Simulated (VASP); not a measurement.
Runs of VASP 6.6.1 on GdMn3. The structure is that of space group Pm-3m (No. 221), or close to it. The cells are those of the table. 

| spin | U | cell | k mesh | gap on the mesh (eV) | pressure (GPa) | moment (μB) |
| --- | --- | --- | --- | --- | --- | --- |
| collinear, ferrimagnetic start | Gd f U = 6.0 eV | a = 4.131 Å, 4 atoms | 4 × 4 × 4 | none | -0.1 | 2.91 |
| collinear, ferromagnetic start | Gd f U = 6.0 eV | a = 4.034 Å, 4 atoms | 6 × 6 × 6 | none | (b) | 16.69 |
| collinear, ferrimagnetic start | Gd f U = 6.0 eV | a = 4.089 Å, 4 atoms | 6 × 6 × 6 | none | 2.5 | 2.66 |
| collinear, ferrimagnetic start | Gd f U = 1.0 eV | a = 4.131 Å, 4 atoms | 8 × 8 × 8 | none | -1.0 | (a) |

Alike in all rows: task single point; level PBE+U; potentials or basis VASP PAW PBE potentials, release 64 (Gd, Mn_pv); cutoff (eV) 520; smearing gaussian 0.05 eV.

Task: Fill in the values left out.

Result: (a) 2.79; (b) 5.3.

Caveats: some runs use coarse meshes; spin-orbit coupling is left out, which moves the levels of the heavy elements; the cell stands under pressure (at least some runs).

A k mesh can miss the band edges, and the runs leave out spin-orbit coupling on Gd.

A gap of «none» marks levels without a gap at the run's occupations.
